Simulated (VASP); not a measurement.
NaLu:

```
Na Lu
1.0
     5.14500    0.00000    0.00000
     0.00000    5.14500    0.00000
     0.00000    0.00000    5.14500
Na Lu
2 2
Direct
  0.00000 0.00000 0.00000
  0.00000 0.50000 0.50000
  0.50000 0.00000 0.50000
  0.50000 0.50000 0.00000
```

```yaml
Program: VASP 6.6.1
Task: relaxation of cell and atoms
Functional: LDA
Potentials_or_basis: VASP PAW PBE potentials, release 64 (Na_pv, Lu)
Cutoff: 600 eV
k_mesh: 4 × 4 × 4
Occupations: fermi-dirac, width 0.1 eV
Spin: no spin polarisation
```

At the start: pressure -3.6 GPa; volume 34.05 Å³/atom.

Problem. How do energy, volume and symmetry change on relaxing?

Solution. Over 12 steps the energy falls by 147.0 meV/atom and the volume is 27.78 Å³/atom (-18.4 %); space group P4/mmm (No. 123, to 0.1 Å) before and after.

Step by step:
```
step  energy change (eV)  largest force (eV/Å)  pressure (GPa)  volume (Å³)
   1              0.0000                0.0000           -3.58       136.19
   2             -0.2954                0.0000           -1.72       121.72
   3             -0.3811                0.0000           -0.57       114.04
   4             -0.3218                0.0000            3.56        99.59
   5             -0.3996                0.0000            0.40       109.64
   6             -0.4000                0.0000            0.49       109.04
   7             -0.4550                0.0000            0.52       108.95
   8             -0.5713                0.0000            0.72       108.15
   9             -0.3720                0.0000            2.49       104.24
  10             -0.5791                0.0000            0.84       107.69
  11             -0.5868                0.0000           -0.40       112.49
  12             -0.5882                0.0000           -0.02       111.10
```

Final structure:
```
Na Lu
1.0
     5.63654    0.00000    0.00000
     0.00000    4.43971    0.00000
     0.00000    0.00000    4.43971
Na Lu
2 2
Cartesian
  0.0000 0.0000 0.0000
  0.0000 2.2199 2.2199
  2.8183 0.0000 2.2199
  2.8183 2.2199 0.0000
```

Caveat: the volume moved by over 15 % at a fixed basis, so the end points are rough; the PAW data sets were made with another functional, which shifts forces and pressure a little.
